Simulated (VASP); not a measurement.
A run of VASP 6.6.1 is set up as follows.

Contents of INCAR:

```
ALGO = Normal ; EDIFF = 1E-7
EDIFFG = -0.01 ; ENCUT = 600
GGA = PE ; IBRION = 2
ISIF = 4 ; ISMEAR = 0
LASPH = True ; LCHARG = False
LREAL = False ; LWAVE = False
NELM = 60 ; NSW = 50
PREC = Accurate ; SIGMA = 0.1
```

KPOINTS

```
k-points
0
Gamma
  12 12 2
```

Contents of POSCAR:

```
Al6N
1.0
    2.9234352501      0.0000000000      0.0000000000
   -1.4617176251      2.5317691929      0.0000000000
    0.0000000000      0.0000000000     27.3063736320
Al N
12 2
Direct
    0.6666666667      0.3333333333      0.6755543418
    0.0000000000      0.0000000000      0.7560071642
    0.3333333333      0.6666666667      0.8371519424
    0.3333333333      0.6666666667      0.5945210474
    0.3333333333      0.6666666667      0.0907639322
    0.6666666667      0.3333333333      0.1854123298
    0.0000000000      0.0000000000     -0.0026806923
    0.0000000000      0.0000000000      0.2716850201
    0.6666666667      0.3333333333      0.9183130479
    0.6666666667      0.3333333333      0.4322786451
    0.0000000000      0.0000000000      0.5135912815
    0.3333333333      0.6666666667      0.3512891777
    0.0000000000      0.0000000000      0.0657353932
    0.3333333333      0.6666666667      0.1586773685
```

Potentials or basis: VASP PAW PBE potentials, release 64 (Al, N).

Launch:

```bash
$ cat potpaw_PBE.64/Al/POTCAR potpaw_PBE.64/N/POTCAR > POTCAR
$ mpirun -np 1 vasp_std > vasp.out
```

Task: Estimate the band gap on the k mesh.

Result: Zero (bands 23 and 24 overlap by 5.19 eV).

Step by step:
```tsv
step	energy change (eV)	largest force (eV/Å)	pressure (GPa)	volume (Å³)
1	0.0000	0.2751	6.39	202.11
2	-0.0036	0.1660	6.21	202.11
3	-0.0036	0.1773	6.20	202.11
4	-0.0047	0.0417	6.13	202.11
5	-0.0048	0.0362	6.14	202.11
6	-0.0050	0.0262	6.13	202.11
7	-0.0052	0.0325	6.12	202.11
8	-0.0053	0.0224	6.12	202.11
9	-0.0053	0.0224	6.11	202.11
10	-0.0054	0.0157	6.11	202.11
11	-0.0054	0.0377	6.11	202.11
12	-0.0054	0.0276	6.11	202.11
13	-0.0055	0.0134	6.10	202.11
14	-0.0055	0.0105	6.10	202.11
15	-0.0056	0.0158	6.10	202.11
16	-0.0056	0.0118	6.10	202.11
17	-0.0056	0.0091	6.10	202.11
```
